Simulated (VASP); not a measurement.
# TaN (Fm-3m) in VASP: further runs

Aim: see how the results for TaN move with the level of theory and the settings. Levels: BLYP+D3(BJ), PBEsol+U, r2SCAN+rVV10, r2SCAN+U, PBE. Tasks: single point.

All numbers are computed with VASP 6.6.1; they aren't measurements. Logs are shortened: lines on timing, memory, paths and dates and some standing lists are left out, and cuts for length are marked.

### 1 The cell of the first run

Symmetry: Fm-3m, No. 225, cubic system. The conventional cell has a = 4.509 Å, b = 4.509 Å, c = 4.509 Å, α = 90.00°, β = 90.00°, γ = 90.00°. Ta (site symmetry m-3m) has 6 N at 2.25 Å within 3.0 Å. N (site symmetry m-3m) has 6 Ta at 2.25 Å within 3.0 Å.

### 2 Single point, BLYP+D3(BJ)

INCAR

```
SYSTEM = TaN
PREC = Accurate ; ENCUT = 600
EDIFF = 1E-6 ; ISMEAR = -1
SIGMA = 0.05 ; LREAL = .False.
LASPH = .True. ; NELM = 120
ALGO = Normal ; ISIF = 2
LWAVE = .False. ; LCHARG = .False.
GGA = B5 ; ALDAX = 1.0
AGGAX = 1.0 ; AGGAC = 1.0
ALDAC = 0.0 ; IVDW = 12
VDW_S6 = 1.0 ; VDW_S8 = 2.6996
VDW_A1 = 0.4298 ; VDW_A2 = 4.2359
NBANDS = 15 ; GGA_COMPAT = .False.
```

KPOINTS

```
regular mesh
0
Gamma
  10 10 10
  0 0 0
```

POSCAR

```
TaN
1.0
    0.0000000000      2.2546932853      2.2546932853
    2.2546932853      0.0000000000      2.2546932853
    2.2546932853      2.2546932853      0.0000000000
Ta N
1 1
Direct
    0.5000000000      0.5000000000      0.5000000000
    0.0000000000      0.0000000000      0.0000000000
```

Potentials or basis: VASP PAW PBE potentials, release 64 (Ta_pv, N).

Run with:

```bash
> cat potpaw_PBE.64/Ta_pv/POTCAR potpaw_PBE.64/N/POTCAR > POTCAR
> mpirun -np 1 vasp_std > vasp.out
```

OUTCAR:

```text
SYSTEM = TaN
   PREC = Accurate
   ENCUT = 600
   EDIFF = 1E-6
   ISMEAR = -1
   LREAL = .False.
   LASPH = .True.
   NELM = 120
   ISIF = 2
   GGA = B5
   IVDW = 12
 IVDW          = 12

 ion  position               nearest neighbor table
   1  0.500  0.500  0.500-   2 2.25   2 2.25   2 2.25   2 2.25   2 2.25   2 2.25
   2  0.000  0.000  0.000-   1 2.25   1 2.25   1 2.25   1 2.25   1 2.25   1 2.25

  LATTYP: Found a face centered cubic cell.
 ALAT       =     4.5093865706

  Lattice vectors:

 A1 = (   0.0000000000,   2.2546932853,   2.2546932853)
 A2 = (   2.2546932853,   0.0000000000,   2.2546932853)
 A3 = (   2.2546932853,   2.2546932853,   0.0000000000)

Analysis of symmetry for initial positions (statically):
=====================================================================
 Subroutine PRICEL returns:
 Original cell was already a primitive cell.

 Routine SETGRP: Setting up the symmetry group for a
 face centered cubic supercell.

 Subroutine GETGRP returns: Found 48 space group operations
 (whereof 48 operations were pure point group operations)
 out of a pool of 48 trial point group operations.

The static configuration has the point symmetry O_h .

Analysis of symmetry for dynamics (positions and initial velocities):
=====================================================================
 Subroutine PRICEL returns:
 Original cell was already a primitive cell.

 Routine SETGRP: Setting up the symmetry group for a
 face centered cubic supercell.

 Subroutine GETGRP returns: Found 48 space group operations
 (whereof 48 operations were pure point group operations)
 out of a pool of 48 trial point group operations.

The dynamic configuration has the point symmetry O_h .

 Subroutine INISYM returns: Found 48 space group operations
 (whereof 48 operations are pure point group operations),
 and found     1 'primitive' translations

----------------------------------------------------------------------------------------

                                     Primitive cell

  volume of cell :      22.9241

  direct lattice vectors                    reciprocal lattice vectors
     0.000000000  2.254693285  2.254693285    -0.221759653  0.221759653  0.221759653
     2.254693285  0.000000000  2.254693285     0.221759653 -0.221759653  0.221759653
     2.254693285  2.254693285  0.000000000     0.221759653  0.221759653 -0.221759653

  length of vectors
     3.188617823  3.188617823  3.188617823     0.384098986  0.384098986  0.384098986

  position of ions in fractional coordinates (direct lattice)
[... 90 lines left out ...]
   NELECT =      16.0000    total number of electrons
   NUPDOWN=      -1.0000    fix difference up-down
   EMIN   =  10.00;   EMAX   =-10.00  energy-range for DOS
   EFERMI =   0.00;   METHOD = LEGACY
   ISMEAR =    -1;   SIGMA  =   0.05  broadening in eV -4-tet -1-fermi 0-gaus
   EFERMI_NEDOS =   21; number of points for ismear=-14 and -15
   IALGO  =     38    algorithm
   IMIX   =      4    mixing-type and parameters
     AMIX     =   0.40;   BMIX     =  1.00
     AMIX_MAG =   1.60;   BMIX_MAG =  1.00
  volume/ion in A,a.u.               =      11.46        77.35
  Fermi-wavevector in a.u.,A,eV,Ry     =   1.452170  2.744203 28.691921  2.108797
  Thomas-Fermi vector in A             =   2.569583
   LORBIT       =      0    0 simple, 1 ext, 2 COOP (PROOUT), +10 PAW based schemes
   GGA     = B5    functional components
   LHFCALC =     F    Hartree Fock is set to
   AEXX    =    0.0000 exact exchange contribution
   IVDW    =    12    specifies the selected vdW correction
   LEPSILON=     F    determine dielectric tensor
   LRPA    =     F    only Hartree local field effects (RPA)
 non-spin polarized calculation
  energy-cutoff  :      600.00
  volume of cell :       22.92
 maximum number of plane-waves:       785
 NGX is ok and might be reduce to    28
   NGX = 13   NGY = 13   NGZ = 13

 number of electron      16.0000002 magnetization

 Free energy of the ion-electron system (eV)
  ---------------------------------------------------
  ext. energy  EPLUGINS =         0.00000000
  ---------------------------------------------------
  free energy    TOTEN  =       -19.85278018 eV

  energy without entropy =      -19.84550189  energy(sigma->0) =      -19.84914104

 E-fermi :   9.2253     XC(G=0): -12.3399

 val. band max:        9.1586056249   @ k =  -0.2000   0.2000   0.0000
 cond. band min:       9.2438792027   @ k =   0.0000   0.0000   0.0000
 fundamental gap:      0.0852735778
 Fermi energy:         9.2253443746

 k-point     1 :       0.0000    0.0000    0.0000
  band No.  band energies     occupation
      1     -26.6171      2.00000
      2     -26.6171      2.00000
      3     -26.6171      2.00000
      4      -8.9156      2.00000
      5       5.5986      2.00000
      6       5.5986      2.00000
      7       5.5986      2.00000
      8       7.3044      2.00000
      9       7.3044      2.00000
     10       7.3044      2.00000
     11       9.2439      0.81675
     12       9.2439      0.81672
     13      10.3771      0.00000
     14      19.0874      0.00000
[... 401 lines left out ...]
      2     -26.8014      2.00000
      3     -26.7823      2.00000
      4      -7.5430      2.00000
      5       1.7669      2.00000
      6       3.7598      2.00000
      7       4.3066      2.00000
      8       5.7093      2.00000
      9      11.0982      0.00000
     10      11.6928      0.00000
     11      11.7703      0.00000
     12      12.5618      0.00000
     13      16.8337      0.00000
     14      19.3285      0.00000
     15      20.7719      0.00000

 [... further k-points ...]

------------------------ aborting loop because EDIFF is reached ----------------------------------------

 Edisp (eV)   -2.03388

 E8    (eV) :    -1.5321

  FORCE on cell =-STRESS in cart. coord.  units (eV):
  Direction    XX          YY          ZZ          XY          YZ          ZX
  --------------------------------------------------------------------------------------
  -------------------------------------------------------------------------------------
  Total      -3.01634    -3.01634    -3.01634    -0.00000     0.00000     0.00000
  in kB    -210.81373  -210.81373  -210.81373    -0.00000     0.00000     0.00000
  external pressure =     -210.81 kB  Pullay stress =        0.00 kB

 VOLUME and BASIS-vectors are now :
 -----------------------------------------------------------------------------
  energy-cutoff  :      600.00
  volume of cell :       22.92
      direct lattice vectors                 reciprocal lattice vectors
     0.000000000  2.254693285  2.254693285    -0.221759653  0.221759653  0.221759653
     2.254693285  0.000000000  2.254693285     0.221759653 -0.221759653  0.221759653
     2.254693285  2.254693285  0.000000000     0.221759653  0.221759653 -0.221759653

 POSITION                                       TOTAL-FORCE (eV/Angst)
 -----------------------------------------------------------------------------------
      2.25469      2.25469      2.25469        -0.000000     -0.000000     -0.000000
      0.00000      0.00000      0.00000         0.000000      0.000000      0.000000
 -----------------------------------------------------------------------------------
    total drift:                                0.000000      0.000000      0.000000

  FREE ENERGIE OF THE ION-ELECTRON SYSTEM (eV)
  ---------------------------------------------------
  free  energy   TOTEN  =       -21.8866596804 eV

  energy  without entropy=      -21.8793813921  energy(sigma->0) =      -21.88302054
```

stdout:

```text
POSCAR found type information on POSCAR TaN
 POSCAR found :  2 types and       2 ions
 scaLAPACK will be used
 -----------------------------------------------------------------------------
|                                                                             |
|                                                                             |
|     You enforced a specific xc type in the INCAR file but a different       |
|     I HOPE YOU KNOW WHAT YOU ARE DOING!                                     |
|                                                                             |
 -----------------------------------------------------------------------------

 LDA part: xc-table for (Slater(with rela. corr.)+VWN5), standard interpolation
 POSCAR, INCAR and KPOINTS ok, starting setup
 FFT: planning ... GRIDC
 FFT: planning ... GRID_SOFT
 FFT: planning ... GRID
 WAVECAR not read
 entering main loop
```

Run time: 21 s. Hardware: 1 thread of AMD EPYC 9R45 (Zen 5), shared host; peak memory 0.15 GiB.

What came out:

```
Free energy                : -21.8867 eV
Pressure                   : -21.1 GPa
Band gap on the k mesh     : zero (band 8 reaches 10.79 eV, above the bottom of band 9 at 7.30 eV)
Dispersion energy per atom : -1.017 eV
```

Caveat: the PAW data sets were made with another functional, which shifts forces and pressure a little; spin-orbit coupling is left out, which moves the levels of the heavy elements; pairwise dispersion overbinds metals, which lowers pressure and volume.

### 3 Single point, PBEsol+U

This run uses another cell than the first one, of 10.81 Å³/atom, 0.943 times its volume.

INCAR

```
SYSTEM = TaN
ALGO = Normal ; EDIFF = 1E-6
ENCUT = 600 ; GGA = PS
GGA_COMPAT = .FALSE. ; ISIF = 2
ISMEAR = -1 ; LASPH = .TRUE.
LCHARG = .FALSE. ; LDAU = .TRUE.
LDAUJ = 0 0 ; LDAUL = 2 -1
LDAUPRINT = 1 ; LDAUTYPE = 2
LDAUU = 8 0 ; LMAXMIX = 4
LREAL = .FALSE. ; LWAVE = .FALSE.
NBANDS = 15 ; NELM = 200
PREC = Accurate ; SIGMA = 0.05
```

KPOINTS

```
k-points
0
G
  10 10 10
  0 0 0
```

POSCAR

```
TaN
1.0
    0.0000000000      2.2113230000      2.2113230000
    2.2113230000      0.0000000000      2.2113230000
    2.2113230000      2.2113230000      0.0000000000
Ta N
1 1
Direct
    0.5000000000      0.5000000000      0.5000000000
    0.0000000000      0.0000000000      0.0000000000
```

Potentials or basis: VASP PAW PBE potentials, release 64 (Ta_pv, N).

Run with:

```bash
> cat potpaw_PBE.64/Ta_pv/POTCAR potpaw_PBE.64/N/POTCAR > POTCAR
> mpirun -np 1 vasp_std > vasp.out
```

It took 13 s on 1 thread of AMD EPYC 9R45 (Zen 5), shared host; peak memory 0.14 GiB.

The run converged. Its results:

- Free energy: -16.0982 eV
- Pressure: 14.9 GPa
- Band gap on the k mesh: zero (band 8 reaches 12.18 eV, above the bottom of band 9 at 8.30 eV)

Levels at points of the mesh, in eV from the Fermi level:
```tsv
k point	band 5	band 6	band 7	band 8	band 9	band 10	band 11	band 12
(0.00, 0.00, 0.00)	-4.29	-4.29	-4.29	-1.94	-1.94	-1.94	0.56	0.79
(0.50, 0.00, 0.00)	-10.85	-7.45	-7.45	1.94	2.13	2.13	2.74	7.87
(0.50, 0.50, 0.00)	-7.39	-5.40	-5.20	-5.20	2.90	3.82	3.82	4.43
```

Eigenvalues of the final occupation matrices:
```
    site  spin  trace               eigenvalues
site 1 d     1   1.09  0.17 0.17 0.25 0.25 0.25
site 1 d     2   1.09  0.17 0.17 0.25 0.25 0.25
```

Caveat: the PAW data sets were made with another functional, which shifts forces and pressure a little; spin-orbit coupling is left out, which moves the levels of the heavy elements; U without spin polarisation on a metal has little footing.

### 4 Single point, r2SCAN+rVV10

This run uses another cell than the first one, of 10.55 Å³/atom, 0.921 times its volume.

POSCAR

```
TaN
1.0
    0.0000000000      2.1933626902      2.1933626902
    2.1933626902      0.0000000000      2.1933626902
    2.1933626902      2.1933626902      0.0000000000
Ta N
1 1
Direct
    0.5000000000      0.5000000000      0.5000000000
    0.0000000000      0.0000000000      0.0000000000
```

INCAR.step1

```
SYSTEM = TaN
ALGO     = Normal         ! electronic algorithm
EDIFF    = 1E-5           ! SCF threshold, eV
ENCUT    = 660            ! plane-wave cutoff, eV
GGA      = PE             ! functional
GGA_COMPAT= .FALSE.      
ISMEAR   = -1             ! smearing method
LASPH    = .TRUE.         ! aspherical terms in the spheres
LCHARG   = .FALSE.        ! write CHGCAR
LREAL    = .FALSE.        ! projectors in reciprocal space
LWAVE    = .TRUE.         ! write WAVECAR
NBANDS   = 15             ! bands
NELM     = 120            ! most SCF steps
PREC     = Accurate       ! precision mode
SIGMA    = 0.05           ! smearing width, eV
```

INCAR.step2

```
SYSTEM = TaN
ALGO     = Normal         ! electronic algorithm
BPARAM   = 11.95        
CPARAM   = 0.0093       
EDIFF    = 1E-6           ! SCF threshold, eV
ENCUT    = 660            ! plane-wave cutoff, eV
GGA_COMPAT= .FALSE.      
ISIF     = 2              ! what is computed and relaxed
ISMEAR   = -1             ! smearing method
ISTART   = 1            
IVDW_NL  = 2            
LASPH    = .TRUE.         ! aspherical terms in the spheres
LCHARG   = .TRUE.         ! write CHGCAR
LELF     = .TRUE.         ! ELF
LMIXTAU  = .TRUE.       
LREAL    = .FALSE.        ! projectors in reciprocal space
LUSE_VDW = .TRUE.       
LVHAR    = .TRUE.       
LWAVE    = .FALSE.        ! write WAVECAR
METAGGA  = R2SCAN         ! meta-GGA
NBANDS   = 15             ! bands
NELM     = 120            ! most SCF steps
PREC     = Accurate       ! precision mode
SIGMA    = 0.05           ! smearing width, eV
```

KPOINTS is that of step 3.

Run with:

```bash
> cat potpaw_PBE.64/Ta_pv/POTCAR potpaw_PBE.64/N/POTCAR > POTCAR
> cp INCAR.step1 INCAR
> mpirun -np 1 vasp_std > vasp.out
> cp INCAR.step2 INCAR
> mpirun -np 1 vasp_std > vasp.out
```

Run time: 70 s. Hardware: 1 thread of AMD EPYC 9R45 (Zen 5), shared host; peak memory 0.25 GiB.

Results (log left out):

```
Free energy            : -59.4160 eV
Pressure               : 2.7 GPa
Band gap on the k mesh : zero (band 8 reaches 11.64 eV, above the bottom of band 9 at 7.49 eV)
```

Levels at points of the mesh, in eV from the Fermi level:
| k point | band 6 | band 7 | band 8 | band 9 | band 10 | band 11 |
| --- | --- | --- | --- | --- | --- | --- |
| (0.00, 0.00, 0.00) | -4.18 | -4.18 | -2.22 | -2.22 | -2.22 | 0.10 |
| (0.50, 0.00, 0.00) | -8.07 | -8.07 | 1.92 | 1.92 | 2.07 | 4.05 |
| (0.50, 0.50, 0.00) | -5.71 | -5.04 | -5.04 | 2.21 | 3.57 | 3.57 |

Caveat: the PAW data sets were made with another functional, which shifts forces and pressure a little; spin-orbit coupling is left out, which moves the levels of the heavy elements.

(Continued in part 2 of 2.)
